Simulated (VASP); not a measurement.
Crystal: ReBPt.

```xyz
6
Lattice="3.0576 0.0000 0.0000 0.0000 3.0576 0.0000 0.0000 0.0000 8.4565" Properties=species:S:1:pos:R:3 pbc="T T T"
Re    0.0000    1.5288    3.5585
Re    1.5288    0.0000    4.8980
B     0.0000    0.0000    0.0000
B     1.5288    1.5288    0.0000
Pt    0.0000    1.5288    6.9688
Pt    1.5288    0.0000    1.4877
```

The cell was generated, and may not be a known phase.

* Program: VASP 6.6.1
* Task: relaxation of cell and atoms
* Functional: PBE
* Potentials or basis: VASP PAW PBE potentials, release 64 (Re, B, Pt)
* Cutoff: 600 eV
* k mesh: 12 × 12 × 6
* Occupations: gaussian, width 0.1 eV
* Spin: no spin polarisation

At the start: pressure -0.7 GPa; volume 13.18 Å³/atom.

Problem. Where does the relaxation end?

Solution. Over 14 steps the energy falls by 7.7 meV/atom and the volume is 13.04 Å³/atom (-1.0 %); space group P4/nmm (No. 129, to 0.1 Å) before and after.

Step by step:
```tsv
step	energy change (eV)	largest force (eV/Å)	pressure (GPa)	volume (Å³)
1	0.0000	0.1188	-0.71	79.06
2	-0.0238	0.1939	0.93	78.38
3	-0.0286	0.3489	2.16	77.90
4	-0.0386	0.2902	-0.07	78.31
5	-0.0391	0.3308	-0.70	78.42
6	-0.0436	0.2070	-0.38	78.32
7	-0.0460	0.0528	0.04	78.19
8	-0.0461	0.0329	0.12	78.16
9	-0.0461	0.0324	0.10	78.16
10	-0.0462	0.0184	0.03	78.21
11	-0.0462	0.0108	-0.06	78.26
12	-0.0462	0.0108	-0.08	78.27
13	-0.0462	0.0116	0.10	78.23
14	-0.0462	0.0051	0.02	78.25
```

Final structure:
```cif
data_structure
_symmetry_space_group_name_H-M 'P 1'
_symmetry_Int_Tables_number 1
_cell_length_a 2.9895
_cell_length_b 2.9895
_cell_length_c 8.7553
_cell_angle_alpha 90.000
_cell_angle_beta 90.000
_cell_angle_gamma 90.000
_cell_volume 78.25
loop_
_atom_site_label
_atom_site_type_symbol
_atom_site_fract_x
_atom_site_fract_y
_atom_site_fract_z
_atom_site_occupancy
Re1 Re 0.00000 0.50000 0.41885 1
Re2 Re 0.50000 0.00000 0.58115 1
B1 B 0.00000 0.00000 0.00000 1
B2 B 0.50000 0.50000 0.00000 1
Pt1 Pt 0.00000 0.50000 0.82479 1
Pt2 Pt 0.50000 0.00000 0.17521 1
```
